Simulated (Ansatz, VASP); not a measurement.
**GaSb: VASP beside Ansatz**

POSCAR

```
GaSb
1.0
    0.0000000000      3.0284100000      3.0590000000
    3.0590000000      0.0000000000      3.0590000000
    3.0590000000      3.0284100000      0.0000000000
Ga Sb
1 1
Direct
    0.0000000000      0.0000000000      0.0000000000
    0.7500000000      0.7500000000      0.7500000000
```

The input INCAR.step1:

```
SYSTEM = GaSb
PREC = Accurate
ENCUT = 520
ISMEAR = 0
SIGMA = 0.05
LREAL = .False.
LASPH = .True.
NELM = 80
NBANDS = 16
GGA = PE
ALGO = Normal
EDIFF = 1E-4
LWAVE = .True.
LCHARG = .False.
```

The input INCAR.step2:

```
SYSTEM = GaSb
PREC = Accurate
ENCUT = 520
EDIFF = 1E-6
ISMEAR = 0
SIGMA = 0.05
LREAL = .False.
LASPH = .True.
NELM = 80
ALGO = Normal
ISIF = 2
LWAVE = .False.
LCHARG = .False.
METAGGA = R2SCAN
LMIXTAU = .True.
NBANDS = 16
ISTART = 1
```

KPOINTS

```
regular mesh
0
Gamma
  6 6 6
  0 0 0
```

Input for Ansatz:

```yaml
crystal:
  lattice:
    - [0.0, 3.02841, 3.059]
    - [3.059, 0.0, 3.059]
    - [3.059, 3.02841, 0.0]
  atoms:
    - { symbol: Ga, position: [0.0, 0.0, 0.0] }
    - { symbol: Sb, position: [0.75, 0.75, 0.75] }
basis:
  ecutwfc: 500
kpoints:
  mp_grid: { grid: [6, 6, 6] }
hamiltonian:
  xc: r2scan
scf:
  occupations: { method: gaussian, width: 0.05 }
output:
  forces: true
  stress: true
  eigenvalues: true
```

Change from the starting cell: strain -0.0100 x Voigt [0, 1, 0, 0, 0, 0], atoms carried along.

Alike in both runs: task single point; functional r2SCAN; k mesh 6 × 6 × 6; occupations gaussian, width 0.05 eV; no spin polarisation.

|  | VASP | Ansatz |
| --- | --- | --- |
| version | VASP 6.6.1 | Ansatz 0.2.0 |
| potentials or method | VASP PAW PBE potentials, release 64 (Ga_d, Sb), cutoff 520 eV | scalar-relativistic, plane waves, PAW |
| valence electrons in the cell | 18 | 28 |

```csv
,VASP,Ansatz,Ansatz less VASP
gap on the k mesh at the Fermi level (eV),0.48,0.50,+0.016
least direct gap on the mesh (eV),0.48,0.50,+0.016
pressure (GPa),1.0,0.9,-0.10
"traceless stress, the component that is largest in VASP (GPa)",0.32,0.33,+0.011
```

VASP's potentials were made for PBE, not for r2SCAN. VASP's potentials hold 18 valence electrons a cell and Ansatz's 28, so a difference there can come from the potentials and not from the codes.

Neither program's run includes spin-orbit coupling.
